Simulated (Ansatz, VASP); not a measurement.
## One calculation of Zn, two programs

POSCAR

```
Zn
1.0
    2.6647980532      0.0000000000      0.0000000000
   -1.3323990266      2.3077828100      0.0000000000
    0.0000000000      0.0000000000      4.9467000000
Zn
2
Direct
    0.3333333333      0.6666666667      0.2500000000
    0.6666666667      0.3333333333      0.7500000000
```

The input INCAR.step1:

```
SYSTEM = Zn
PREC = Accurate
ENCUT = 600
ISMEAR = 0
SIGMA = 0.1
LREAL = .FALSE.
LASPH = .TRUE.
NELM = 60
GGA = PE
ALGO = Normal
EDIFF = 1E-4
LWAVE = .TRUE.
LCHARG = .FALSE.
```

File INCAR.step2:

```
SYSTEM = Zn
PREC = Accurate
ENCUT = 600
EDIFF = 1E-6
ISMEAR = 0
SIGMA = 0.1
LREAL = .FALSE.
LASPH = .TRUE.
NELM = 60
ALGO = Normal
ISIF = 3
LWAVE = .FALSE.
LCHARG = .FALSE.
METAGGA = R2SCAN
LMIXTAU = .TRUE.
IBRION = 2
NSW = 90
EDIFFG = -0.04
ISTART = 1
```

File KPOINTS:

```
regular mesh
0
G
  9 9 4
  0 0 0
```

Input for Ansatz:

```yaml
crystal:
  lattice:
    - [2.6647980532, 0.0, 0.0]
    - [-1.3323990266, 2.30778281, 0.0]
    - [0.0, 0.0, 4.9467]
  atoms:
    - { symbol: Zn, position: [0.3333333333, 0.6666666667, 0.25] }
    - { symbol: Zn, position: [0.6666666667, 0.3333333333, 0.75] }
basis:
  ecutwfc: 500
kpoints:
  mp_grid: { grid: [9, 9, 4] }
hamiltonian:
  xc: r2scan
scf:
  occupations: { method: gaussian, width: 0.1 }
  lower_state_search: "off"
output:
  forces: true
  stress: true
  eigenvalues: true
relax:
  adjacent_minimum: "off"
  f_tol: 0.04
  max_steps: 70
  cell: { stress_tol: 0.4 }
```

Alike in both runs: task relaxation of cell and atoms; functional r2SCAN; k mesh 9 × 9 × 4; occupations gaussian, width 0.1 eV; no spin polarisation.

|  | VASP | Ansatz |
| --- | --- | --- |
| version | VASP 6.6.1 | Ansatz 0.2.0 |
| potentials or method | VASP PAW PBE potentials, release 64 (Zn), cutoff 600 eV | scalar-relativistic, plane waves, PAW |
| valence electrons in the cell | 24 | 24 |

Ansatz gave:

- gap on the k mesh at the Fermi level, each at its own relaxed structure (eV): none
- relaxed volume (Å³/atom): 14.21
- relaxed cell length with the largest relative difference (Å): 2.639

Problem. What did VASP give for the same quantities?

Solution. gap on the k mesh at the Fermi level, each at its own relaxed structure (eV): none; relaxed volume (Å³/atom): 14.23; relaxed cell length with the largest relative difference (Å): 2.642.

VASP's potentials were made for PBE, not for r2SCAN. A gap of «none» marks a metal or a gap that the smearing closes.
